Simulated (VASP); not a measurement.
# AlAs (F-43m) in VASP: a series of runs, part 3 of 3

VASP 6.6.1.

## (6) Single point, PBE, non-collinear spin, zero start, spin-orbit coupling

INCAR reads:

```
  PREC = Accurate
  ENCUT = 500
  EDIFF = 1E-6
  ISMEAR = 0
  SIGMA = 0.01
  LREAL = False
  LASPH = True
  NELM = 200
  ALGO = Normal
  ISIF = 2
  LWAVE = False
  LCHARG = False
  MAGMOM = 0 0 0 0 0 0
  LORBIT = 11
  LSORBIT = True
  GGA_COMPAT = False
  LORBMOM = True
  GGA = PE
  NBANDS = 20
```

KPOINTS reads:

```
regular mesh
0
Gamma
  6 6 6
```

POSCAR reads:

```
AlAs
1.0
    0.0000000000      2.8389246376      2.8389246376
    2.8389246376      0.0000000000      2.8389246376
    2.8389246376      2.8389246376      0.0000000000
Al As
1 1
Direct
    0.0000000000      0.0000000000      0.0000000000
    0.2500000000      0.2500000000      0.2500000000
```

Potentials or basis: VASP PAW PBE potentials, release 64 (Al, As).

The run is started by

```bash
> cat potpaw_PBE.64/Al/POTCAR potpaw_PBE.64/As/POTCAR > POTCAR
> mpirun -np 1 vasp_ncl > vasp.out
```

It took 72 s on 1 thread of AMD EPYC 7R13, shared host; peak memory 0.25 GiB.

Results (log left out):

```
Free energy                                           : -9.3805 eV
Pressure                                              : 2.1 GPa
Net moment                                            : 0.00 μB per cell
Valence electrons inside the program's atomic spheres : Al 0.77; As 2.90
```

Moments on the atoms (μB; x, y, z):
```
Al  0.00 0.00 0.00
As  0.00 0.00 0.00
```

## (7) Single point, HSE06

POSCAR is that of step 6.

INCAR.step1 reads:

```
PREC = Accurate
ENCUT = 400
EDIFF = 1E-5
ISMEAR = 0
SIGMA = 0.01
LREAL = False
LASPH = True
NELM = 120
ALGO = Normal
ISIF = 2
LWAVE = True
LCHARG = False
NBANDS = 11
GGA = PE
GGA_COMPAT = False
```

INCAR.step2 reads:

```
PREC = Accurate
ENCUT = 400
EDIFF = 1E-6
ISMEAR = 0
SIGMA = 0.01
LREAL = False
LASPH = True
NELM = 120
ALGO = Normal
ISIF = 2
LWAVE = False
LCHARG = False
GGA = PE
LHFCALC = True
HFSCREEN = 0.2079
PRECFOCK = Normal
NBANDS = 11
ISTART = 1
GGA_COMPAT = False
```

KPOINTS reads:

```
regular mesh
0
Gamma
  4 4 4
```

Potentials or basis: VASP PAW PBE potentials, release 64 (Al, As).

The run is started by

```bash
> cat potpaw_PBE.64/Al/POTCAR potpaw_PBE.64/As/POTCAR > POTCAR
> cp INCAR.step1 INCAR
> mpirun -np 1 vasp_std > vasp.out
> cp INCAR.step2 INCAR
> mpirun -np 1 vasp_std > vasp.out
```

OUTCAR:

```text
PREC = Accurate
   ENCUT = 400
   EDIFF = 1E-6
   ISMEAR = 0
   LREAL = False
   LASPH = True
   NELM = 120
   ISIF = 2
   GGA = PE
   LHFCALC = True
   HFSCREEN = 0.2079
   PRECFOCK = Normal
   ISTART = 1

 ion  position               nearest neighbor table
   1  0.000  0.000  0.000-   2 2.46   2 2.46   2 2.46   2 2.46
   2  0.250  0.250  0.250-   1 2.46   1 2.46   1 2.46   1 2.46

  LATTYP: Found a face centered cubic cell.
 ALAT       =     5.6778492752

  Lattice vectors:

 A1 = (   0.0000000000,   2.8389246376,   2.8389246376)
 A2 = (   2.8389246376,   0.0000000000,   2.8389246376)
 A3 = (   2.8389246376,   2.8389246376,   0.0000000000)

Analysis of symmetry for initial positions (statically):
=====================================================================
 Subroutine PRICEL returns:
 Original cell was already a primitive cell.

 Routine SETGRP: Setting up the symmetry group for a
 face centered cubic supercell.

 Subroutine GETGRP returns: Found 24 space group operations
 (whereof 24 operations were pure point group operations)
 out of a pool of 48 trial point group operations.

The static configuration has the point symmetry T_d .

Analysis of symmetry for dynamics (positions and initial velocities):
=====================================================================
 Subroutine PRICEL returns:
 Original cell was already a primitive cell.

 Routine SETGRP: Setting up the symmetry group for a
 face centered cubic supercell.

 Subroutine GETGRP returns: Found 24 space group operations
 (whereof 24 operations were pure point group operations)
 out of a pool of 48 trial point group operations.

The dynamic configuration has the point symmetry T_d .

 Subroutine INISYM returns: Found 24 space group operations
 (whereof 24 operations are pure point group operations),
 and found     1 'primitive' translations

----------------------------------------------------------------------------------------

                                     Primitive cell

  volume of cell :      45.7606

  direct lattice vectors                    reciprocal lattice vectors
     0.000000000  2.838924638  2.838924638    -0.176123027  0.176123027  0.176123027
     2.838924638  0.000000000  2.838924638     0.176123027 -0.176123027  0.176123027
     2.838924638  2.838924638  0.000000000     0.176123027  0.176123027 -0.176123027

  length of vectors
     4.014845725  4.014845725  4.014845725     0.305054031  0.305054031  0.305054031

  position of ions in fractional coordinates (direct lattice)
     0.000000000  0.000000000  0.000000000
     0.250000000  0.250000000  0.250000000

  ion indices of the primitive-cell ions
   primitive index   ion index
                 1           1
                 2           2

----------------------------------------------------------------------------------------

 KPOINTS: regular mesh

Automatic generation of k-mesh.
 Grid dimensions read from file:
 generate k-points for:    4    4    4

 Generating k-lattice:

  Cartesian coordinates                     Fractional coordinates (reciprocal lattice)
    -0.044030757  0.044030757  0.044030757     0.250000000  0.000000000  0.000000000
[... 30 lines left out ...]
   NGX,Y,Z   is equivalent  to a cutoff of  11.59, 11.59, 11.59 a.u.
   NGXF,Y,Z  is equivalent  to a cutoff of  23.19, 23.19, 23.19 a.u.
 SYSTEM =  unknown system
   PREC   = accura    normal or accurate (medium, high low for compatibility)
   ISTART =      1    job   : 0-new  1-cont  2-samecut
   ICHARG =      0    charge: 1-file 2-atom 10-const
   ISPIN  =      1    spin polarized calculation?
   LNONCOLLINEAR =      F non collinear calculations
   LSORBIT =      F    spin-orbit coupling
   LASPH  =      T    aspherical Exc in radial PAW
   ENCUT  =  400.0 eV  29.40 Ry    5.42 a.u.   6.55  6.55  6.55*2*pi/ulx,y,z
   NELM   =    120;   NELMIN=  2; NELMDL=  0     # of ELM steps
   EDIFF  = 0.1E-05   stopping-criterion for ELM
   LREAL  =      F    real-space projection
   EDIFFG = 0.1E-04   stopping-criterion for IOM
   NSW    =      0    number of steps for IOM
   IBRION =     -1    ionic relax: 0-MD 1-quasi-New 2-CG
   NFREE  =      0    steps in history (QN), initial steepest desc. (CG)
   ISIF   =      2    stress and relaxation
   ISYM   =      3    0-nonsym 1-usesym 2-fastsym
   POTIM  = 0.5000    time-step for ionic-motion
   TEBEG  =    0.0;   TEEND  =   0.0 temperature during run
   PSTRESS=    0.0 pullay stress
   NELECT =       8.0000    total number of electrons
   NUPDOWN=      -1.0000    fix difference up-down
   EMIN   =  10.00;   EMAX   =-10.00  energy-range for DOS
   EFERMI =   0.00;   METHOD = LEGACY
   ISMEAR =     0;   SIGMA  =   0.01  broadening in eV -4-tet -1-fermi 0-gaus
   EFERMI_NEDOS =   21; number of points for ismear=-14 and -15
   IALGO  =     38    algorithm
   IMIX   =      1    mixing-type and parameters
     AMIX     =   0.40;   BMIX     =  1.00
     AMIX_MAG =   1.60;   BMIX_MAG =  1.00
  volume/ion in A,a.u.               =      22.88       154.40
  Fermi-wavevector in a.u.,A,eV,Ry     =   0.915393  1.729842 11.400927  0.837945
  Thomas-Fermi vector in A             =   2.040129
   LORBIT       =      0    0 simple, 1 ext, 2 COOP (PROOUT), +10 PAW based schemes
   GGA     = PE    functional components
   LHFCALC =     T    Hartree Fock is set to
   PRECFOCK=normal    Normal, Fast or Accurate (Low or Medium for compatibility)
   ENCUT4O =  -1.0   cutoff for four orbital integrals eV
   NKREDX  =     1    reduce k-point grid by
   NKREDY  =     1    reduce k-point grid by
   NKREDZ  =     1    reduce k-point grid by
   AEXX    =    0.2500 exact exchange contribution
   HFSCREEN=    0.2079 screening length (either q_TF or 0.3 A-1)
   HFSCREENC=   0.2079 screening length for correlation (either q_TF or 0.3 A-1)
   ENCUTFOCK=  -1.0 apply spherical cutoff to Coloumb kernel
   IVDW    =     0    specifies the selected vdW correction
   LEPSILON=     F    determine dielectric tensor
   LRPA    =     F    only Hartree local field effects (RPA)
 non-spin polarized calculation
 Gauss-broadening in eV      SIGMA  =   0.01
  energy-cutoff  :      400.00
  volume of cell :       45.76
 maximum number of plane-waves:       869
 NGX is ok and might be reduce to    28
  NGX = 20; NGY = 20; NGZ = 20

 number of electron       7.9999999 magnetization

 Free energy of the ion-electron system (eV)
  ---------------------------------------------------
  ext. energy  EPLUGINS =         0.00000000
  ---------------------------------------------------
  free energy    TOTEN  =       -10.87198756 eV

  energy without entropy =      -10.87198756  energy(sigma->0) =      -10.87198756

 E-fermi :   3.4256     XC(G=0):  -7.5105

 val. band max:        3.3665649582   @ k =   0.0000   0.0000   0.0000
 cond. band min:       5.4809124380   @ k =   0.5000   0.5000   0.0000
 fundamental gap:      2.1143474798
 Fermi energy:         3.4255546283

 k-point     1 :       0.0000    0.0000    0.0000
  band No.  band energies     occupation
      1      -9.6389      2.00000
      2       3.3666      2.00000
      3       3.3666      2.00000
      4       3.3666      2.00000
      5       6.2551      0.00000
      6       8.4990      0.00000
      7       8.4990      0.00000
      8       8.4990      0.00000
      9      13.2111      0.00000
     10      13.4337      0.00000
     11      13.4337      0.00000
[... 85 lines left out ...]
 k-point     8 :      -0.2500    0.5000    0.2500
  band No.  band energies     occupation
      1      -7.4013      2.00000
      2      -2.1935      2.00000
      3      -0.0367      2.00000
      4       0.3639      2.00000
      5       8.4720      0.00000
      6       9.9598      0.00000
      7      10.0502      0.00000
      8      10.2837      0.00000
      9      15.2183      0.00000
     10      16.8860      0.00000
     11      17.2198      0.00000

------------------------ aborting loop because EDIFF is reached ----------------------------------------

  FORCE on cell =-STRESS in cart. coord.  units (eV):
  Direction    XX          YY          ZZ          XY          YZ          ZX
  --------------------------------------------------------------------------------------
  -------------------------------------------------------------------------------------
  Total        0.0597218      0.0597218      0.0597218      0.0000000      0.0000000      0.0000000
  in kB        2.0909882      2.0909882      2.0909882      0.0000000      0.0000000      0.0000000
  external PRESSURE =       2.0909882 kB  Pullay stress =       0.0000000 kB

 VOLUME and BASIS-vectors are now :
 -----------------------------------------------------------------------------
  energy-cutoff  :      400.00
  volume of cell :       45.76
      direct lattice vectors                 reciprocal lattice vectors
     0.000000000  2.838924638  2.838924638    -0.176123027  0.176123027  0.176123027
     2.838924638  0.000000000  2.838924638     0.176123027 -0.176123027  0.176123027
     2.838924638  2.838924638  0.000000000     0.176123027  0.176123027 -0.176123027

 POSITION                                       TOTAL-FORCE (eV/Angst)
 -----------------------------------------------------------------------------------
      0.00000      0.00000      0.00000         0.000000      0.000000      0.000000
      1.41946      1.41946      1.41946        -0.000000     -0.000000     -0.000000
 -----------------------------------------------------------------------------------
    total drift:                               -0.000381      0.000108     -0.000250

  FREE ENERGIE OF THE ION-ELECTRON SYSTEM (eV)
  ---------------------------------------------------
  free  energy   TOTEN  =       -10.8719875593 eV

  energy  without entropy=      -10.8719875593  energy(sigma->0) =      -10.87198756
```

Run time: 2.3 min. Hardware: 1 thread of AMD EPYC 7R13, shared host; peak memory 0.23 GiB.

Results:

| Property | Result |
| --- | --- |
| Free energy | -10.8720 eV |
| Pressure | 0.2 GPa |
| Band gap on the k mesh | 2.11 eV (least direct gap 2.89 eV) |

Caveat: the k points lie up to 0.48 Å⁻¹ apart; the PAW data sets were made with another functional, which shifts forces and pressure a little. A k mesh can miss the band edges.

## (8) Summary

| level | spin | k mesh | cutoff (eV) | grid for exact exchange (PRECFOCK) | share of exact exchange | screening parameter | gap on the mesh (eV) | pressure (GPa) |
| --- | --- | --- | --- | --- | --- | --- | --- | --- |
| PBE | off | 6 × 6 × 6 | 500 | - | - | - | 1.45 | 2.1 |
| r2SCAN | off | 4 × 4 × 4 | 550 | - | - | - | 1.78 | 0.2 |
| r2SCAN | off | 6 × 6 × 6 | 550 | - | - | - | 1.80 | 0.0 |
| PBE | non-collinear, zero start, SOC | 6 × 6 × 6 | 500 | - | - | - | - | 2.1 |
| HSE06 | off | 4 × 4 × 4 | 400 | Normal | 0.25 | 0.2079 1/Å | 2.11 | 0.2 |

Alike in all rows: task single point; potentials or basis VASP PAW PBE potentials, release 64 (Al, As); cell as given; smearing gaussian 0.01 eV.

Caveats: some runs use coarse meshes; the PAW data sets were made with another functional, which shifts forces and pressure a little (at least some runs).

Total energies depend on the potentials used, so only differences within one code and one set of settings carry meaning.
